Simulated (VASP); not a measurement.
**V: single point with PBE**

The system is V.

```
V
1.0
     3.17701    0.00000    0.00000
     0.00000    3.17701    0.00000
     0.00000    0.00000    2.79745
V
2
Cartesian
  0.0000 0.0000 0.0000
  1.5885 1.5885 1.3987
```

This cell differs from its parent crystal: biaxial strain in the a-b plane: +6.0 %, then relaxed in part.

| Quantity | Value |
| --- | --- |
| Program | VASP 6.6.1 |
| Task | single point |
| Functional | PBE |
| Potentials or basis | VASP PAW PBE potentials, release 64 (V_sv) |
| Cutoff | 520 eV |
| k mesh | 18 × 18 × 18 |
| Occupations | gaussian, width 0.1 eV |
| Spin | no spin polarisation |
| Dipole correction | no |
| Further INCAR settings | ALGO = Fast; EDIFF = 1e-07; NBANDS = 20 |

```
Pressure               : -6.7 GPa
Band gap on the k mesh : zero (bands 13 and 14 overlap by 2.88 eV)
```

Stress tensor (GPa, compression positive):
```
-10.15   0.00   0.00
  0.00 -10.15   0.00
  0.00   0.00   0.19
```

Levels at points of the mesh, in eV from the Fermi level:
```
           k point  band 10  band 11  band 12  band 13  band 14  band 15  band 16  band 17
(0.00, 0.00, 0.00)    -2.99    -2.69    -0.26     0.77     0.77     1.51     2.71     3.38
(0.50, 0.00, 0.00)    -3.17    -0.72    -0.72     0.54     0.54     1.36     1.36     2.00
(0.50, 0.50, 0.00)    -3.04    -0.24    -0.24     0.79     0.79     1.43     1.43     2.27
(0.00, 0.00, 0.50)    -2.41    -0.25    -0.25     0.32     0.32     0.32     0.32     1.60
(0.50, 0.00, 0.50)    -3.08    -1.43    -1.43     1.84     1.84     2.16     2.16     3.12
(0.50, 0.50, 0.50)    -1.32    -1.32    -1.32    -0.75    -0.75     2.41     2.41     2.83
```

Run time: 3 min on 1 thread of Intel(R) Xeon(R) Platinum 8259CL CPU @ 2.50GHz (Skylake/Cascade Lake) (shared host), peak memory 0.34 GiB.

Caveat: the cell differs from its parent crystal (biaxial strain in the a-b plane: +6.0 %, then relaxed in part); the stress differs along the axes, from -10 to 0 GPa.
